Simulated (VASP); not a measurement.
# N (P4_2/mnm) in VASP: a series of runs

N is run at these levels: PBE+D3(BJ); tasks: relaxation of shape and atoms at fixed volume.

Program: VASP 6.6.1. These are calculated values, not measurements. Logs are shortened: lines on timing, memory, paths and dates and some standing lists are left out, and cuts for length are marked.

## Step 1: The cell of the first run

Symmetry: P4_2/mnm, No. 136, tetragonal system. The conventional cell has a = 4.178 Å, b = 4.178 Å, c = 5.421 Å, α = 90.00°, β = 90.00°, γ = 90.00°. N (site symmetry m2m) has 1 N at 1.11 Å within 1.5 Å.

## Step 2: Relaxation of shape and atoms at fixed volume, PBE+D3(BJ) (23.66 Å³/atom)

File INCAR:

```
SYSTEM = N
  PREC = Accurate
  ENCUT = 600
  EDIFF = 1E-7
  ISMEAR = 0
  SIGMA = 0.02
  LREAL = .False.
  LASPH = .True.
  NELM = 100
  ALGO = Normal
  ISIF = 4
  LWAVE = .False.
  LCHARG = .False.
  GGA = PE
  IVDW = 12
  IBRION = 2
  NSW = 50
  EDIFFG = -0.01
```

File KPOINTS:

```
regular mesh
0
Gamma
  6 6 4
  0 0 0
```

File POSCAR:

```
N
1.0
    4.1779264874      0.0000000000      0.0000000000
    0.0000000000      4.1779264874      0.0000000000
    0.0000000000      0.0000000000      5.4207980684
N
4
Direct
    0.9058705705      0.9058705705      0.0000000000
    0.5941294295      0.4058705705      0.5000000000
    0.0941294295      0.0941294295      0.0000000000
    0.4058705705      0.5941294295      0.5000000000
```

Potentials or basis: VASP PAW PBE potentials, release 64 (N).

Command:

```console
> cat potpaw_PBE.64/N/POTCAR > POTCAR
> mpirun -np 1 vasp_std > vasp.out
```

OUTCAR:

```text
SYSTEM = N
   PREC = Accurate
   ENCUT = 600
   EDIFF = 1E-7
   ISMEAR = 0
   LREAL = .False.
   LASPH = .True.
   NELM = 100
   ISIF = 4
   GGA = PE
   IVDW = 12
   IBRION = 2
   NSW = 50
   EDIFFG = -0.01
 IVDW          = 12

 ion  position               nearest neighbor table
   1  0.906  0.906  0.000-   3 1.11
   2  0.594  0.406  0.500-   4 1.11
   3  0.094  0.094  0.000-   1 1.11
   4  0.406  0.594  0.500-   2 1.11

  LATTYP: Found a simple tetragonal cell.
 ALAT       =     4.1779264874
 C/A-ratio  =     1.2974852681

  Lattice vectors:

 A1 = (   4.1779264874,   0.0000000000,   0.0000000000)
 A2 = (   0.0000000000,   4.1779264874,   0.0000000000)
 A3 = (   0.0000000000,   0.0000000000,   5.4207980684)

Analysis of symmetry for initial positions (statically):
=====================================================================
 Subroutine PRICEL returns:
 Original cell was already a primitive cell.

 Routine SETGRP: Setting up the symmetry group for a
 simple tetragonal supercell.

 Subroutine GETGRP returns: Found 16 space group operations
 (whereof  8 operations were pure point group operations)
 out of a pool of 16 trial point group operations.

The static configuration has the point symmetry D_2h.
 The point group associated with its full space group is D_4h.

Analysis of symmetry for dynamics (positions and initial velocities):
=====================================================================
 Subroutine PRICEL returns:
 Original cell was already a primitive cell.

 Routine SETGRP: Setting up the symmetry group for a
 simple tetragonal supercell.

 Subroutine GETGRP returns: Found 16 space group operations
 (whereof  8 operations were pure point group operations)
 out of a pool of 16 trial point group operations.

The dynamic configuration has the point symmetry D_2h.
 The point group associated with its full space group is D_4h.

 Subroutine INISYM returns: Found 16 space group operations
 (whereof  8 operations are pure point group operations),
 and found     1 'primitive' translations

----------------------------------------------------------------------------------------

                                     Primitive cell

  volume of cell :      94.6204

  direct lattice vectors                    reciprocal lattice vectors
     4.177926487  0.000000000  0.000000000     0.239353182  0.000000000  0.000000000
     0.000000000  4.177926487  0.000000000     0.000000000  0.239353182  0.000000000
     0.000000000  0.000000000  5.420798068     0.000000000  0.000000000  0.184474682

  length of vectors
     4.177926487  4.177926487  5.420798068     0.239353182  0.239353182  0.184474682

  position of ions in fractional coordinates (direct lattice)
     0.905870570  0.905870570  0.000000000
     0.594129430  0.405870570  0.500000000
     0.094129430  0.094129430  0.000000000
     0.405870570  0.594129430  0.500000000

  ion indices of the primitive-cell ions
   primitive index   ion index
                 1           1
                 2           2
                 3           3
                 4           4

----------------------------------------------------------------------------------------

 KPOINTS: regular mesh

Automatic generation of k-mesh.
 Grid dimensions read from file:
 generate k-points for:    6    6    4

 Generating k-lattice:

  Cartesian coordinates                     Fractional coordinates (reciprocal lattice)
     0.039892197  0.000000000  0.000000000     0.166666667  0.000000000  0.000000000
     0.000000000  0.039892197  0.000000000     0.000000000  0.166666667  0.000000000
     0.000000000  0.000000000  0.046118671     0.000000000  0.000000000  0.250000000

  Length of vectors
     0.039892197  0.039892197  0.046118671

  Shift w.r.t. Gamma in fractional coordinates (k-lattice)
     0.000000000  0.000000000  0.000000000

 Subroutine IBZKPT returns following result:
 ===========================================

 Found     30 irreducible k-points:

 Following reciprocal coordinates:
            Coordinates               Weight
  0.000000  0.000000  0.000000      1.000000
  0.166667  0.000000  0.000000      4.000000
  0.333333  0.000000  0.000000      4.000000
  0.500000  0.000000  0.000000      2.000000
  0.166667  0.166667  0.000000      4.000000
  0.333333  0.166667  0.000000      8.000000
[... 16 lines left out ...]
  0.333333  0.000000  0.500000      4.000000
  0.500000  0.000000  0.500000      2.000000
 [... further k-points ...]
   k-points           NKPTS =     30   k-points in BZ     NKDIM =     30   number of bands    NBANDS=     14
   number of dos      NEDOS =    301   number of ions     NIONS =      4
   total plane-waves  NPLWV =  62208
   dimension x,y,z NGX =    36 NGY =   36 NGZ =   48
   dimension x,y,z NGXF=    72 NGYF=   72 NGZF=   96
   ions per type =               4
   NGX,Y,Z   is equivalent  to a cutoff of  14.32, 14.32, 14.72 a.u.
   NGXF,Y,Z  is equivalent  to a cutoff of  28.65, 28.65, 29.44 a.u.
 SYSTEM =  N
   PREC   = accura    normal or accurate (medium, high low for compatibility)
   ISTART =      0    job   : 0-new  1-cont  2-samecut
   ICHARG =      2    charge: 1-file 2-atom 10-const
   ISPIN  =      1    spin polarized calculation?
   LNONCOLLINEAR =      F non collinear calculations
   LSORBIT =      F    spin-orbit coupling
   LASPH  =      T    aspherical Exc in radial PAW
   ENCUT  =  600.0 eV  44.10 Ry    6.64 a.u.   8.34  8.34 10.83*2*pi/ulx,y,z
   NELM   =    100;   NELMIN=  2; NELMDL= -5     # of ELM steps
   EDIFF  = 0.1E-06   stopping-criterion for ELM
   LREAL  =      F    real-space projection
   EDIFFG = -.1E-01   stopping-criterion for IOM
   NSW    =     50    number of steps for IOM
   IBRION =      2    ionic relax: 0-MD 1-quasi-New 2-CG
   NFREE  =      1    steps in history (QN), initial steepest desc. (CG)
   ISIF   =      4    stress and relaxation
   ISYM   =      2    0-nonsym 1-usesym 2-fastsym
   POTIM  = 0.5000    time-step for ionic-motion
   TEBEG  =    0.0;   TEEND  =   0.0 temperature during run
   PSTRESS=    0.0 pullay stress
   NELECT =      20.0000    total number of electrons
   NUPDOWN=      -1.0000    fix difference up-down
   EMIN   =  10.00;   EMAX   =-10.00  energy-range for DOS
   EFERMI =   0.00;   METHOD = LEGACY
   ISMEAR =     0;   SIGMA  =   0.02  broadening in eV -4-tet -1-fermi 0-gaus
   EFERMI_NEDOS =   21; number of points for ismear=-14 and -15
   IALGO  =     38    algorithm
   IMIX   =      4    mixing-type and parameters
     AMIX     =   0.40;   BMIX     =  1.00
     AMIX_MAG =   1.60;   BMIX_MAG =  1.00
  volume/ion in A,a.u.               =      23.66       159.63
  Fermi-wavevector in a.u.,A,eV,Ry     =   0.975191  1.842845 12.939119  0.950998
  Thomas-Fermi vector in A             =   2.105711
   LORBIT       =      0    0 simple, 1 ext, 2 COOP (PROOUT), +10 PAW based schemes
   GGA     = PE    functional components
   LHFCALC =     F    Hartree Fock is set to
   AEXX    =    0.0000 exact exchange contribution
   IVDW    =    12    specifies the selected vdW correction
   LEPSILON=     F    determine dielectric tensor
   LRPA    =     F    only Hartree local field effects (RPA)
 conjugate gradient relaxation of ions
 non-spin polarized calculation
 Gauss-broadening in eV      SIGMA  =   0.02
  energy-cutoff  :      600.00
  volume of cell :       94.62
 maximum number of plane-waves:      3188
 NGX is ok and might be reduce to    36
   NGX = 17   NGY = 17   NGZ = 21

 number of electron      20.0000000 magnetization

 Free energy of the ion-electron system (eV)
  ---------------------------------------------------
  ext. energy  EPLUGINS =         0.00000000
  ---------------------------------------------------
  free energy    TOTEN  =       -33.35136381 eV

  energy without entropy =      -33.35136381  energy(sigma->0) =      -33.35136381

 E-fermi :  -6.5681     XC(G=0):  -6.2780

 val. band max:       -6.6520114856   @ k =   0.5000   0.5000   0.5000
 cond. band min:       0.2799936631   @ k =   0.0000   0.0000   0.0000
 fundamental gap:      6.9320051488
 Fermi energy:        -6.5681248924

 k-point     1 :       0.0000    0.0000    0.0000
  band No.  band energies     occupation
      1     -24.8961      2.00000
      2     -24.8438      2.00000
      3     -10.0880      2.00000
      4     -10.0880      2.00000
      5      -8.5304      2.00000
      6      -8.0382      2.00000
      7      -8.0382      2.00000
      8      -7.9481      2.00000
      9      -7.5292      2.00000
     10      -6.8095      2.00000
     11       0.2800      0.00000
     12       1.0893      0.00000
     13       1.4039      0.00000
     14       1.4039      0.00000

 k-point     2 :       0.1667    0.0000    0.0000
  band No.  band energies     occupation
      1     -24.8902      2.00000
      2     -24.8449      2.00000
      3     -10.1387      2.00000
      4     -10.1363      2.00000
      5      -8.4850      2.00000
      6      -8.1442      2.00000
      7      -8.0767      2.00000
      8      -7.9792      2.00000
      9      -7.3406      2.00000
     10      -6.7856      2.00000
     11       0.4537      0.00000
     12       1.1744      0.00000
     13       1.3559      0.00000
     14       1.3614      0.00000
[... 343 lines left out ...]
      1     -24.8625      2.00000
      2     -24.8625      2.00000
      3     -10.2457      2.00000
      4     -10.2457      2.00000
      5      -8.3529      2.00000
      6      -8.3529      2.00000
      7      -8.0413      2.00000
      8      -8.0413      2.00000
      9      -6.9254      2.00000
     10      -6.9254      2.00000
     11       0.8819      0.00000
     12       0.8819      0.00000
     13       1.4028      0.00000
     14       1.4028      0.00000

 k-point    24 :       0.5000    0.0000    0.5000
  band No.  band energies     occupation
      1     -24.8601      2.00000
      2     -24.8601      2.00000
      3     -10.2984      2.00000
      4     -10.2984      2.00000
      5      -8.3473      2.00000
      6      -8.3473      2.00000
      7      -8.0320      2.00000
      8      -8.0320      2.00000
      9      -6.8973      2.00000
     10      -6.8973      2.00000
     11       0.8814      0.00000
     12       0.8814      0.00000
     13       1.4926      0.00000
     14       1.4926      0.00000

 [... further k-points ...]

------------------------ aborting loop because EDIFF is reached ----------------------------------------

 Edisp (eV)   -0.20371

 E8    (eV) :    -0.0478

  FORCE on cell =-STRESS in cart. coord.  units (eV):
  Direction    XX          YY          ZZ          XY          YZ          ZX
  --------------------------------------------------------------------------------------
  -------------------------------------------------------------------------------------
  Total      -0.19906    -0.19906    -0.17002    -0.00000     0.00000     0.00000
  in kB      -3.37055    -3.37055    -2.87881    -0.00000     0.00000     0.00000
  external pressure =       -3.21 kB  Pullay stress =        0.00 kB

 VOLUME and BASIS-vectors are now :
 -----------------------------------------------------------------------------
  energy-cutoff  :      600.00
  volume of cell :       94.62
      direct lattice vectors                 reciprocal lattice vectors
     4.177926487  0.000000000  0.000000000     0.239353182  0.000000000  0.000000000
     0.000000000  4.177926487  0.000000000     0.000000000  0.239353182  0.000000000
     0.000000000  0.000000000  5.420798068     0.000000000  0.000000000  0.184474682

 POSITION                                       TOTAL-FORCE (eV/Angst)
 -----------------------------------------------------------------------------------
      3.78466      3.78466      0.00000        -0.004477     -0.004477      0.000000
      2.48223      1.69570      2.71040         0.004477     -0.004477      0.000000
      0.39327      0.39327      0.00000         0.004477      0.004477     -0.000000
      1.69570      2.48223      2.71040        -0.004477      0.004477      0.000000
 -----------------------------------------------------------------------------------
    total drift:                                0.000000     -0.000000      0.000000

  FREE ENERGIE OF THE ION-ELECTRON SYSTEM (eV)
  ---------------------------------------------------
  free  energy   TOTEN  =       -33.5550747168 eV

  energy  without entropy=      -33.5550747168  energy(sigma->0) =      -33.55507472

 reached required accuracy - stopping structural energy minimisation
```

Wall time 43 s (1 thread of Intel Xeon Platinum 8259CL at 2.50GHz (Skylake/Cascade Lake), shared host); peak memory 0.24 GiB.

Results:

```
Free energy                  : -33.5551 eV
Pressure after relaxing      : -0.3 GPa
Largest force after relaxing : 0.006 eV/Å
Band gap on the k mesh       : 6.93 eV (least direct gap 7.09 eV)
Dispersion energy per atom   : -0.051 eV
```

Forces in eV/Å, atoms in the order of the input:
```
N   -0.004 -0.004  0.000
N    0.004 -0.004  0.000
N    0.004  0.004  0.000
N   -0.004  0.004  0.000
```

Final structure:
```cif
data_structure
_symmetry_space_group_name_H-M 'P 1'
_symmetry_Int_Tables_number 1
_cell_length_a 4.1779
_cell_length_b 4.1779
_cell_length_c 5.4208
_cell_angle_alpha 90.000
_cell_angle_beta 90.000
_cell_angle_gamma 90.000
_cell_volume 94.62
loop_
_atom_site_label
_atom_site_type_symbol
_atom_site_fract_x
_atom_site_fract_y
_atom_site_fract_z
_atom_site_occupancy
N1 N 0.90587 0.90587 0.00000 1
N2 N 0.59413 0.40587 0.50000 1
N3 N 0.09413 0.09413 0.00000 1
N4 N 0.40587 0.59413 0.50000 1
```

Levels at points of the mesh, in eV from the valence-band top:
| k point | band 8 | band 9 | band 10 | band 11 | band 12 | band 13 |
| --- | --- | --- | --- | --- | --- | --- |
| (0.00, 0.00, 0.00) | -1.30 | -0.88 | -0.16 | 6.93 | 7.74 | 8.06 |
| (0.50, 0.00, 0.00) | -1.56 | -0.20 | -0.20 | 7.86 | 7.86 | 7.88 |
| (0.50, 0.50, 0.00) | -1.52 | -0.03 | -0.03 | 7.67 | 7.67 | 8.54 |
| (0.00, 0.00, 0.50) | -1.40 | -0.38 | -0.38 | 7.32 | 7.32 | 8.04 |
| (0.50, 0.00, 0.50) | -1.38 | -0.25 | -0.25 | 7.53 | 7.53 | 8.14 |
| (0.50, 0.50, 0.50) | -1.55 | 0.00 | 0.00 | 7.69 | 7.69 | 8.54 |

Caveat: the relaxation stopped at its first step, so nothing moved; the standard files for N, O and F lose accuracy on very short bonds. A k mesh can miss the band edges.

## Step 3: Relaxation of shape and atoms at fixed volume, PBE+D3(BJ) (24.55 Å³/atom)

This run uses another cell than the first one, of 24.55 Å³/atom.

File INCAR:

```
SYSTEM = N
PREC     = Accurate       ! precision mode
ENCUT    = 600            ! plane-wave cutoff, eV
EDIFF    = 1E-6           ! SCF threshold, eV
ISMEAR   = 0              ! smearing method
SIGMA    = 0.02           ! smearing width, eV
LREAL    = .FALSE.        ! projectors in reciprocal space
LASPH    = .TRUE.         ! aspherical terms in the spheres
NELM     = 80             ! most SCF steps
ALGO     = Normal         ! electronic algorithm
ISIF     = 4              ! what is computed and relaxed
LWAVE    = .FALSE.        ! write WAVECAR
LCHARG   = .FALSE.        ! write CHGCAR
GGA      = PE             ! functional
IVDW     = 12             ! dispersion correction
IBRION   = 2              ! ionic algorithm
NSW      = 50             ! ionic steps
EDIFFG   = -0.01          ! ionic threshold
```

File KPOINTS:

```
Automatic mesh
0
G
  6 6 4
  0 0 0
```

File POSCAR:

```
N
1.0
    4.2325261590      0.0000000000      0.0000000000
    0.0000000000      4.2325261590      0.0000000000
    0.0000000000      0.0000000000      5.4811581835
N
4
Direct
    0.9068213187      0.9068213187      0.0000000000
    0.5931786813      0.4068213187      0.5000000000
    0.0931786813      0.0931786813      0.0000000000
    0.4068213187      0.5931786813      0.5000000000
```

Potentials or basis: VASP PAW PBE potentials, release 64 (N).

Command:

```console
> cat potpaw_PBE.64/N/POTCAR > POTCAR
> mpirun -np 1 vasp_std > vasp.out
```

It took 1.8 min on 1 thread of Intel Xeon Platinum 8259CL at 2.50GHz (Skylake/Cascade Lake), shared host; peak memory 0.25 GiB.

The run converged. Its results:

```
Free energy                  : -33.5516 eV
Energy gained by relaxing    : 0.4 meV/atom
Ionic steps                  : 3
Pressure after relaxing      : -0.4 GPa
Largest force after relaxing : 0.010 eV/Å
Band gap on the k mesh       : 7.00 eV (least direct gap 7.14 eV)
Dispersion energy per atom   : -0.048 eV
```

Forces on the atoms (eV/Å):
```
N    0.007  0.007  0.000
N   -0.007  0.007  0.000
N   -0.007 -0.007  0.000
N    0.007 -0.007  0.000
```

Stress tensor (GPa, compression positive):
```
-0.41  0.00  0.00
 0.00 -0.41  0.00
 0.00  0.00 -0.33
```

The path:
```
step  energy change (eV)  largest force (eV/Å)  pressure (GPa)  volume (Å³)
   1              0.0000                0.4538           -0.93        98.19
   2              0.3103                7.6509            8.44        98.19
   3             -0.0014                0.0095           -0.38        98.19
```

Final structure:
```
N
1.0
     4.23191    0.00000    0.00000
     0.00000    4.23191    0.00000
     0.00000    0.00000    5.48275
N
4
Direct
  0.90706 0.90706 0.00000
  0.59294 0.40706 0.50000
  0.09294 0.09294 0.00000
  0.40706 0.59294 0.50000
```

Levels at points of the mesh, in eV from the valence-band top:
```
           k point  band 7  band 8  band 9  band 10  band 11  band 12  band 13  band 14
(0.00, 0.00, 0.00)   -1.38   -1.30   -0.81    -0.14     7.00     7.77     8.06     8.06
(0.50, 0.00, 0.00)   -1.54   -1.54   -0.19    -0.19     7.87     7.87     7.89     7.89
(0.50, 0.50, 0.00)   -1.50   -1.50   -0.02    -0.02     7.70     7.70     8.51     8.51
(0.00, 0.00, 0.50)   -1.39   -1.39   -0.36    -0.36     7.36     7.36     8.05     8.05
(0.50, 0.00, 0.50)   -1.37   -1.37   -0.22    -0.22     7.56     7.56     8.14     8.14
(0.50, 0.50, 0.50)   -1.53   -1.53    0.00     0.00     7.71     7.71     8.52     8.52
```

Caveat: the standard files for N, O and F lose accuracy on very short bonds.
